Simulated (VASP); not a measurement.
# NaSi16C16 (a cell with a defect) (Na interstitial hop between voids) in VASP: a series of runs

Runs on NaSi16C16 (a cell with a defect) (Na interstitial hop between voids). Level: PBE. Tasks: single point, relaxation of the atoms.

All numbers are computed with VASP 6.6.1; they aren't measurements. Logs are shortened: lines on timing, memory, paths and dates and some standing lists are left out, and cuts for length are marked.

## (1) The cell of the first run

The cell holds a defect, 33 atoms: a = 6.188 Å, b = 6.188 Å, c = 10.129 Å, α = 90.00°, β = 90.00°, γ = 120.00°.

## (2) Single point, PBE

The input, INCAR:

```
ALGO = Normal ; EDIFF = 1E-6
ENCUT = 520 ; GGA = PE
ISIF = 2 ; ISMEAR = -1
LASPH = T ; LCHARG = T
LELF = T ; LREAL = Auto
LVHAR = T ; LWAVE = F
NBANDS = 90 ; NELECT = 134.0
NELM = 80 ; PREC = Accurate
SIGMA = 0.01
```

The input, KPOINTS:

```
k-points
0
Gamma
  1 1 1
```

The input, POSCAR:

```
NaSi16C16
1.0
    6.1879230300      0.0000000600      0.0000000000
   -3.0939615600      5.3588985100      0.0000000000
    0.0000000000      0.0000000000     10.1287833600
Si C Na
16 16 1
Direct
    0.3430767637      0.1564455789      0.9479144394
    0.1666086952      0.3329051645      0.4377546486
   -0.0049719764     -0.0102884948      0.6822679244
   -0.0001975484     -0.0007018233      0.1901849345
    0.3430754050      0.6858450431      0.9479122673
    0.1661803582      0.8326888411      0.4371504299
   -0.0049669075      0.5045137532      0.6822694054
   -0.0001961726      0.4996995175      0.1901796032
    0.8136622111      0.1564312050      0.9479165127
    0.6668271443      0.3333461077      0.4371596116
    0.4999528727     -0.0004079252      0.6827784497
    0.4999385863     -0.0004161359      0.1998594429
    0.8332684662      0.6662339179      0.9377730437
    0.6668246588      0.8327018979      0.4371597104
    0.5097856189      0.5045102019      0.6822739469
    0.5002059935      0.4997118279      0.1901860205
    0.3377163485      0.1618257890      0.7470214073
    0.1666064175      0.3328977003      0.2483231115
   -0.0003554489     -0.0010373400      0.4978724315
    0.0000392277     -0.0002153428     -0.0001634945
    0.3377016051      0.6751236234      0.7470262450
    0.1650206561      0.8321034597      0.2497168623
   -0.0003584426      0.4998850034      0.4978737150
    0.0000437176      0.4994472269     -0.0001650741
    0.8244222036      0.1617929410      0.7469941582
    0.6674074375      0.3345060476      0.2497263403
    0.4999365354     -0.0004153895      0.4946875475
    0.4999323417     -0.0004273322      0.0124269614
    0.8332641425      0.6662236546      0.7475529618
    0.6674012821      0.8321243538      0.2497243657
    0.5005539024      0.4998911558      0.4978776642
    0.4997073702      0.4994683077     -0.0001611250
    0.1665908387      0.3329075904      0.8404401296
```

Potentials or basis: VASP PAW PBE potentials, release 64 (Si, C, Na_pv).

The run is started by

```
$ cat potpaw_PBE.64/Si/POTCAR potpaw_PBE.64/C/POTCAR potpaw_PBE.64/Na_pv/POTCAR > POTCAR
$ mpirun -np 1 vasp_gam > vasp.out
```

OUTCAR:

```text
EDIFF = 1E-6
   ENCUT = 520
   GGA = PE
   ISIF = 2
   ISMEAR = -1
   LASPH = T
   LREAL = Auto
   NELECT = 134.0
   NELM = 80
   PREC = Accurate

 ion  position               nearest neighbor table
   1  0.343  0.156  0.948-  28 1.80  32 1.91  20 1.91  17 2.04  33 2.18   9 2.91   5 2.91  12 3.06
                            16 3.07   4 3.07  13 3.10  13 3.10
   2  0.167  0.333  0.438-  19 1.89  23 1.89  31 1.89  18 1.92  16 3.08   4 3.08   8 3.08   7 3.08
                            15 3.08   3 3.08  14 3.09   6 3.09  10 3.09  10 3.09   6 3.09  14 3.09
   3  0.995  0.990  0.682-  29 1.86  19 1.87  25 1.95  17 1.95  33 2.44   7 3.00  15 3.00   6 3.04
                            14 3.04   2 3.08  11 3.09  11 3.09  13 3.11
   4  1.000  0.999  0.190-  30 1.88  22 1.88  18 1.88  20 1.93   9 3.07   1 3.07   6 3.07  14 3.07
                             2 3.08  16 3.09   8 3.09  12 3.10  12 3.10   8 3.10  16 3.10  13 3.12
   5  0.343  0.686  0.948-  28 1.80  32 1.91  24 1.91  21 2.04  33 2.18   9 2.91   1 2.91  12 3.06
                             8 3.07  16 3.07  13 3.10  13 3.10
   6  0.166  0.833  0.437-  27 1.88  23 1.89  19 1.89  22 1.90  12 3.00   3 3.04   7 3.04  11 3.06
                             4 3.07   8 3.07  10 3.09  14 3.09   2 3.09   2 3.09  14 3.10  10 3.10
   7  0.995  0.505  0.682-  29 1.86  23 1.87  21 1.95  25 1.95  33 2.44   3 3.00  15 3.00   6 3.04
                            10 3.04   2 3.08  11 3.09  11 3.09  13 3.11
   8  1.000  0.500  0.190-  26 1.88  22 1.88  18 1.88  24 1.93   9 3.07   5 3.07   6 3.07  10 3.07
                             2 3.08   4 3.09  16 3.09  12 3.10  12 3.10  16 3.10   4 3.10  13 3.12
   9  0.814  0.156  0.948-  28 1.80  24 1.91  20 1.91  25 2.04  33 2.18   5 2.91   1 2.91  12 3.06
[... 19 lines left out ...]
  21  0.338  0.675  0.747-  11 1.86   7 1.95  15 1.95   5 2.04  33 2.06
  22  0.165  0.832  0.250-  12 1.86   8 1.88   4 1.88   6 1.90
  23  1.000  0.500  0.498-   7 1.87   6 1.89  10 1.89   2 1.89
  24  0.000  0.499  1.000-  13 1.89   9 1.91   5 1.91   8 1.93  33 2.41
  25  0.824  0.162  0.747-  11 1.86   3 1.95   7 1.95   9 2.04  33 2.06
  26  0.667  0.335  0.250-  12 1.86   8 1.88  16 1.88  10 1.90
  27  0.500  1.000  0.495-  10 1.88   6 1.88  14 1.88  11 1.91
  28  0.500  1.000  0.012-   9 1.80   1 1.80   5 1.80  12 1.90
  29  0.833  0.666  0.748-  15 1.86   7 1.86   3 1.86  13 1.93
  30  0.667  0.832  0.250-  12 1.86   4 1.88  16 1.88  14 1.90
  31  0.501  0.500  0.498-  15 1.87  14 1.89  10 1.89   2 1.89
  32  0.500  0.499  1.000-  13 1.89   5 1.91   1 1.91  16 1.93  33 2.41
  33  0.167  0.333  0.840-  25 2.06  17 2.06  21 2.06   9 2.18   5 2.18   1 2.18  24 2.41  32 2.41
                            20 2.41   7 2.44  15 2.44   3 2.44

  LATTYP: Found a hexagonal cell.
 ALAT       =     6.1879230300
 C/A-ratio  =     1.6368631786

  Lattice vectors:

 A1 = (   6.1879230300,   0.0000000600,   0.0000000000)
 A2 = (  -3.0939615600,   5.3588985100,   0.0000000000)
 A3 = (   0.0000000000,   0.0000000000,  10.1287833600)

[... 177 lines left out ...]
   EMIN   =  10.00;   EMAX   =-10.00  energy-range for DOS
   EFERMI =   0.00;   METHOD = LEGACY
   ISMEAR =    -1;   SIGMA  =   0.01  broadening in eV -4-tet -1-fermi 0-gaus
   EFERMI_NEDOS =   21; number of points for ismear=-14 and -15
   IALGO  =     38    algorithm
   IMIX   =      4    mixing-type and parameters
     AMIX     =   0.40;   BMIX     =  1.00
     AMIX_MAG =   1.60;   BMIX_MAG =  1.00
  volume/ion in A,a.u.               =      10.18        68.68
  Fermi-wavevector in a.u.,A,eV,Ry     =   1.205176  2.277453 19.761775  1.452450
  Thomas-Fermi vector in A             =   2.340880
   LORBIT       =      0    0 simple, 1 ext, 2 COOP (PROOUT), +10 PAW based schemes
   GGA     = PE    functional components
   LHFCALC =     F    Hartree Fock is set to
   AEXX    =    0.0000 exact exchange contribution
   IVDW    =     0    specifies the selected vdW correction
   LEPSILON=     F    determine dielectric tensor
   LRPA    =     F    only Hartree local field effects (RPA)
 non-spin polarized calculation
  energy-cutoff  :      520.00
  volume of cell :      335.88
 maximum number of plane-waves:      4519
 NGX is ok and might be reduce to    48
   NGX = 23   NGY = 23   NGZ = 37

 number of electron     133.9999997 magnetization

 Free energy of the ion-electron system (eV)
  ---------------------------------------------------
  ext. energy  EPLUGINS =         0.00000000
  ---------------------------------------------------
  free energy    TOTEN  =      -225.83163560 eV

  energy without entropy =     -225.83163560  energy(sigma->0) =     -225.83163560

 E-fermi :   8.9266     XC(G=0): -11.3174

 val. band max:        8.5863700018   @ k =   0.0000   0.0000   0.0000
 cond. band min:      10.3363243535   @ k =   0.0000   0.0000   0.0000
 fundamental gap:      1.7499543517
 Fermi energy:         8.9266325251

 k-point     1 :       0.0000    0.0000    0.0000
  band No.  band energies     occupation
      1     -15.6533      2.00000
      2     -15.6533      2.00000
      3     -15.6353      2.00000
      4      -7.0148      2.00000
      5      -5.9387      2.00000
      6      -5.6750      2.00000
[... 71 lines left out ...]
     78      12.7756      0.00000
     79      12.8733      0.00000
 [bands above 79 left out]

------------------------ aborting loop because EDIFF is reached ----------------------------------------

  FORCE on cell =-STRESS in cart. coord.  units (eV):
  Direction    XX          YY          ZZ          XY          YZ          ZX
  --------------------------------------------------------------------------------------
  -------------------------------------------------------------------------------------
  Total       23.8581412     23.8663195    -12.3413887      0.0049529      0.0039323     -0.0020808
  in kB      113.8071291    113.8461405    -58.8703872      0.0236260      0.0187576     -0.0099256
  external PRESSURE =      56.2609608 kB  Pullay stress =       0.0000000 kB

 VOLUME and BASIS-vectors are now :
 -----------------------------------------------------------------------------
  energy-cutoff  :      520.00
  volume of cell :      335.88
      direct lattice vectors                 reciprocal lattice vectors
     6.187923030  0.000000060  0.000000000     0.161605112  0.093302757  0.000000000
    -3.093961560  5.358898510  0.000000000    -0.000000002  0.186605511  0.000000000
     0.000000000  0.000000000 10.128783360     0.000000000  0.000000000  0.098728541

 POSITION                                       TOTAL-FORCE (eV/Angst)
 -----------------------------------------------------------------------------------
      1.63890      0.83838      9.60122         0.030210     -0.020170      0.022331
      0.00097      1.78401      4.43392         0.000270     -0.000414      0.005040
      3.09503      5.30376      6.91054        -0.000702     -0.007256     -0.003805
      3.09491      5.35514      1.92634         0.000244     -0.003363     -0.002696
      0.00095      3.67537      9.60120        -0.000655      0.033793      0.022905
     -1.54800      4.46229      4.42780        -0.001424     -0.000685      0.004530
[... 25 lines left out ...]
      1.54681      2.67660     10.12715         0.011383      0.005488      0.000948
      0.00085      1.78402      8.51264         0.001103     -0.001425      0.031814
 -----------------------------------------------------------------------------------
    total drift:                               -0.010936      0.039021      0.051806

  FREE ENERGIE OF THE ION-ELECTRON SYSTEM (eV)
  ---------------------------------------------------
  free  energy   TOTEN  =      -225.8316356010 eV

  energy  without entropy=     -225.8316356010  energy(sigma->0) =     -225.83163560
```

stdout:

```text
POSCAR found type information on POSCAR SiC Na
 POSCAR found :  3 types and      33 ions
 scaLAPACK will be used
 LDA part: xc-table for (Slater+PW92), standard interpolation
 POSCAR, INCAR and KPOINTS ok, starting setup
 FFT: planning ... GRIDC
 FFT: planning ... GRID_SOFT
 FFT: planning ... GRID
 WAVECAR not read
 entering main loop
 the old and the new charge density differ
 old charge density:   135.00000 new  134.00000
    0.371E+01
```

Run time: 1.8 min. Hardware: 1 thread of AMD EPYC 7R13 (Zen 3), shared host; peak memory 0.37 GiB.

What came out:

```
Free energy   : -225.8316 eV
Largest force : 0.062 eV/Å
```

Forces on the atoms (eV/Å):
```
Si   0.030 -0.020  0.022
Si   0.000  0.000  0.005
Si  -0.001 -0.007 -0.004
Si   0.000 -0.003 -0.003
Si  -0.001  0.034  0.023
Si  -0.001 -0.001  0.005
Si  -0.007  0.001 -0.005
Si   0.000 -0.001 -0.003
Si  -0.030 -0.020  0.021
Si   0.000  0.001  0.003
Si  -0.001 -0.001 -0.001
Si   0.001 -0.001 -0.010
Si   0.000 -0.001  0.003
Si   0.001 -0.001  0.004
Si   0.007  0.002 -0.005
Si   0.002  0.000 -0.003
C    0.045 -0.024 -0.032
C   -0.002  0.007  0.001
C    0.002  0.004  0.007
C    0.000 -0.010  0.004
C   -0.001  0.052 -0.034
C    0.005  0.003 -0.008
C    0.002 -0.001  0.010
C   -0.012  0.008  0.001
C   -0.046 -0.021 -0.031
C   -0.002 -0.010 -0.009
C    0.000  0.001  0.009
C    0.000  0.002 -0.009
C   -0.001  0.003  0.006
C   -0.003  0.003 -0.008
C   -0.001 -0.003  0.011
C    0.011  0.005  0.001
Na   0.001 -0.001  0.032
```

Levels at points of the mesh, in eV from the Fermi level:
```csv
k point,band 63,band 64,band 65,band 66,band 67,band 68,band 69,band 70,band 71,band 72
"(0.00, 0.00, 0.00)",-1.02,-1.02,-0.44,-0.44,-0.34,1.41,1.41,1.66,1.66,1.71
```

Caveat: the k points lie up to 1.17 Å⁻¹ apart; the cell carries a net charge on a neutralising background, which shifts energy and pressure; the cell is charged against a uniform background, so pressure and absolute levels hang on convention.

## (3) Single point, PBE

The input, INCAR:

```
ALGO = Normal ; EDIFF = 1E-7
ENCUT = 520 ; GGA = PE
ISIF = 2 ; ISMEAR = -1
LASPH = T ; LCHARG = F
LREAL = Auto ; LWAVE = F
NBANDS = 90 ; NELECT = 134.0
NELM = 60 ; PREC = Accurate
SIGMA = 0.01
```

KPOINTS is that of step 2.

The input, POSCAR:

```
NaSi16C16
1.0
    6.1879230300      0.0000000600      0.0000000000
   -3.0939615600      5.3588985100      0.0000000000
    0.0000000000      0.0000000000     10.1287833600
Si C Na
16 16 1
Direct
    0.3332675821      0.1662403157      0.9378325770
    0.1668294639      0.3326967261      0.4371554650
    0.0098771770      0.0045444039      0.6822787846
    0.0001853511     -0.0003125642      0.1902035942
    0.3136808827      0.6564429191      0.9478750467
    0.1668523448      0.8333479318      0.4371337448
   -0.0000305744      0.4996228227      0.6827454744
   -0.0000686611      0.4995789704      0.1998976509
    0.8431079717      0.1858756884      0.9478987415
    0.6661933734      0.3326929884      0.4371351270
    0.4950131122      0.0045934757      0.6822737494
    0.4998052734     -0.0003013735      0.1901654850
    0.8430469508      0.6564272383      0.9478959771
    0.6666218988      0.8329331021      0.4377367787
    0.4949971299      0.4897120118      0.6822580516
    0.4998028049      0.4993188367      0.1902148493
    0.3333136062      0.1663013357      0.7476086447
    0.1673682609      0.3320900716      0.2497217988
    0.0005644132     -0.0001313703      0.4978863523
   -0.0002898799     -0.0005144714     -0.0001510547
    0.3244526609      0.6618744456      0.7470007731
    0.1674143431      0.8345013405      0.2497104450
   -0.0000524586      0.4995916596      0.4946851781
   -0.0000342114      0.4996203968      0.0124383152
    0.8377814087      0.1751501634      0.7470177544
    0.6650053684      0.3320988365      0.2497090628
    0.4996457995     -0.0001018922      0.4978903014
    0.5000869775     -0.0004988021     -0.0001708991
    0.8377080688      0.6617971852      0.7470306878
    0.6665864885      0.8329159344      0.2483185700
    0.4996502454      0.4989713772      0.4978721354
    0.5000441997      0.4998236046     -0.0001408856
   -0.3333454987     -0.1670415997      0.8404035013
```

Potentials or basis: VASP PAW PBE potentials, release 64 (Si, C, Na_pv).

The run is started by

```
$ cat potpaw_PBE.64/Si/POTCAR potpaw_PBE.64/C/POTCAR potpaw_PBE.64/Na_pv/POTCAR > POTCAR
$ mpirun -np 1 vasp_gam > vasp.out
```

It took 1.8 min on 1 thread of AMD EPYC 7R13 (Zen 3), shared host; peak memory 0.37 GiB.

Results (log left out):

| Item | Value |
| --- | --- |
| Free energy | -225.8316 eV |
| Largest force | 0.065 eV/Å |

Forces in eV/Å, atoms in the order of the input:
```
Si   0.000  0.003 -0.001
Si   0.002 -0.002  0.005
Si   0.000 -0.001 -0.003
Si   0.002  0.002 -0.010
Si  -0.032 -0.017  0.027
Si  -0.002  0.002  0.008
Si   0.002 -0.003  0.008
Si   0.002 -0.001 -0.023
Si   0.000  0.039  0.026
Si  -0.004 -0.001  0.008
Si   0.006 -0.002 -0.002
Si  -0.002  0.001 -0.006
Si   0.034 -0.019  0.027
Si   0.000 -0.002  0.013
Si   0.003  0.000  0.000
Si  -0.002 -0.005 -0.010
C   -0.002 -0.002  0.002
C   -0.001  0.004 -0.004
C    0.000  0.002  0.007
C    0.011  0.002  0.001
C   -0.048 -0.023 -0.036
C   -0.003 -0.010 -0.005
C    0.001  0.001  0.004
C   -0.001 -0.001 -0.011
C   -0.005  0.054 -0.036
C    0.005  0.004 -0.005
C    0.002  0.001  0.006
C   -0.012  0.004  0.001
C    0.045 -0.022 -0.036
C    0.001  0.007  0.005
C    0.002  0.003  0.004
C    0.001 -0.012  0.002
Na  -0.002 -0.002  0.034
```

Levels at points of the mesh, in eV from the Fermi level:
```tsv
k point	band 65	band 66	band 67	band 68	band 69	band 70
(0.00, 0.00, 0.00)	-0.44	-0.44	-0.34	1.41	1.41	1.66
```

Caveat: the k points lie up to 1.17 Å⁻¹ apart; the cell carries a net charge on a neutralising background, which shifts energy and pressure; the cell is charged against a uniform background, so pressure and absolute levels hang on convention.

[end of part 1 of 2]
